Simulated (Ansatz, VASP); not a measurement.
# One calculation of AlNi3, two programs

The input INCAR:

```
PREC = Accurate ; ENCUT = 520
EDIFF = 1E-6 ; ISMEAR = 0
SIGMA = 0.05 ; LREAL = F
LASPH = T ; NELM = 150
ALGO = Normal ; ISIF = 2
LWAVE = F ; LCHARG = F
ISPIN = 2 ; MAGMOM = 0 0.23 0.23 0.23
LORBIT = 11 ; LMAXMIX = 4
GGA = CA ; NBANDS = 28
```

File KPOINTS:

```
Automatic mesh
0
Gamma
  12 12 12
```

File POSCAR:

```
AlNi3
1.0
    3.4335511219      0.0000000000      0.0000000000
    0.0000000000      3.4335511219      0.0000000000
    0.0000000000      0.0000000000      3.4335511219
Al Ni
1 3
Direct
    0.0000000000      0.0000000000      0.0000000000
    0.0000000000      0.5000000000      0.5000000000
    0.5000000000      0.0000000000      0.5000000000
    0.5000000000      0.5000000000      0.0000000000
```

Input for Ansatz:

```yaml
crystal:
  lattice:
    - [3.4335511219, 0.0, 0.0]
    - [0.0, 3.4335511219, 0.0]
    - [0.0, 0.0, 3.4335511219]
  atoms:
    - { symbol: Al, position: [0.0, 0.0, 0.0] }
    - { symbol: Ni, position: [0.0, 0.5, 0.5], spin: 0.23 }
    - { symbol: Ni, position: [0.5, 0.0, 0.5], spin: 0.23 }
    - { symbol: Ni, position: [0.5, 0.5, 0.0], spin: 0.23 }
basis:
  ecutwfc: 420
  ecutrho_ratio: 4
kpoints:
  mp_grid: { grid: [12, 12, 12] }
hamiltonian:
  xc: lda
scf:
  occupations: { method: gaussian, width: 0.05 }
output:
  forces: true
  stress: true
  eigenvalues: true
  populations: true
magnetization:
  spin_polarized: true
```

Alike in both runs: task single point; functional LDA; k mesh 12 × 12 × 12; occupations gaussian, width 0.05 eV; collinear spin.

|  | VASP | Ansatz |
| --- | --- | --- |
| version | VASP 6.6.1 | Ansatz 0.2.0 |
| potentials or method | VASP PAW LDA potentials, release 64 (Al, Ni), cutoff 520 eV | scalar-relativistic, plane waves, PAW |
| valence electrons in the cell | 33 | 57 |

VASP gave:

```
gap on the k mesh at the Fermi level (eV)                     : none
pressure (GPa)                                                : 10.0
net moment per atom (μB)                                      : 0.02
size of the moment on the site where the two differ most (μB) : 0.03
```

**Question.** Estimate Ansatz's values.

**Answer.** gap on the k mesh at the Fermi level (eV): none; pressure (GPa): 9.9; net moment per atom (μB): 0.14; size of the moment on the site where the two differ most (μB): 0.20.

The net moments are unlike, so the other rows may belong to different states. LDA's correlation is that of Perdew and Zunger in VASP and of Perdew and Wang (1992) in Ansatz. Site moments also hang on the region over which each program counts them. A gap of «none» marks a metal or a gap that the smearing closes. VASP's potentials hold 33 valence electrons a cell and Ansatz's 57, so a difference there can come from the potentials and not from the codes.
